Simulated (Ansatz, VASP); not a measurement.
# Two plane-wave programs on CsI

Contents of POSCAR:

```
CsI
1.0
    4.6537111579      0.0000000000      0.0000000000
    0.0000000000      4.6537111579      0.0000000000
    0.0000000000      0.0000000000      4.6537111579
Cs I
1 1
Direct
    0.0000000000      0.0000000000      0.0000000000
    0.5000000000      0.5000000000      0.5000000000
```

File INCAR.step1:

```
  PREC = Accurate
  ENCUT = 550
  ISMEAR = 0
  SIGMA = 0.01
  LREAL = False
  LASPH = True
  NELM = 120
  NBANDS = 15
  GGA = PE
  ALGO = Normal
  EDIFF = 1E-5
  LWAVE = True
  LCHARG = False
  GGA_COMPAT = False
```

The input INCAR.step2:

```
  PREC = Accurate
  ENCUT = 550
  EDIFF = 1E-6
  ISMEAR = 0
  SIGMA = 0.01
  LREAL = False
  LASPH = True
  NELM = 120
  ALGO = Normal
  ISIF = 2
  LWAVE = False
  LCHARG = False
  METAGGA = R2SCAN
  LMIXTAU = True
  NBANDS = 15
  ISTART = 1
  GGA_COMPAT = False
```

Contents of KPOINTS:

```
Automatic mesh
0
Gamma
  4 4 4
```

Input for Ansatz:

```yaml
crystal:
  lattice:
    - [4.6537111579, 0.0, 0.0]
    - [0.0, 4.6537111579, 0.0]
    - [0.0, 0.0, 4.6537111579]
  atoms:
    - { symbol: Cs, position: [0.0, 0.0, 0.0] }
    - { symbol: I, position: [0.5, 0.5, 0.5] }
kpoints:
  mp_grid: { grid: [4, 4, 4] }
hamiltonian:
  xc: r2scan
scf:
  occupations: { method: fixed }
  n_extra_bands: 4
output:
  forces: true
  stress: true
  eigenvalues: true
```

Alike in both runs: task single point; functional r2SCAN; k mesh 4 × 4 × 4; no spin polarisation.

```csv
,VASP,Ansatz
version,VASP 6.6.1,Ansatz 0.2.0
potentials or method,"VASP PAW PBE potentials, release 64 (Cs_sv, I)","plane waves, PAW"
plane-wave cutoff (eV),550,500
occupations,"gaussian, width 0.01 eV",fixed
valence electrons in the cell,16,26
```

```tsv
	VASP	Ansatz	Ansatz less VASP
gap on the k mesh at the Fermi level (eV)	4.39	4.41	+0.017
pressure (GPa)	-0.3	-0.3	-0.03
```

VASP's potentials were made for PBE, not for r2SCAN. VASP's potentials hold 16 valence electrons a cell and Ansatz's 26, so a difference there can come from the potentials and not from the codes.

Spin-orbit coupling is off throughout.
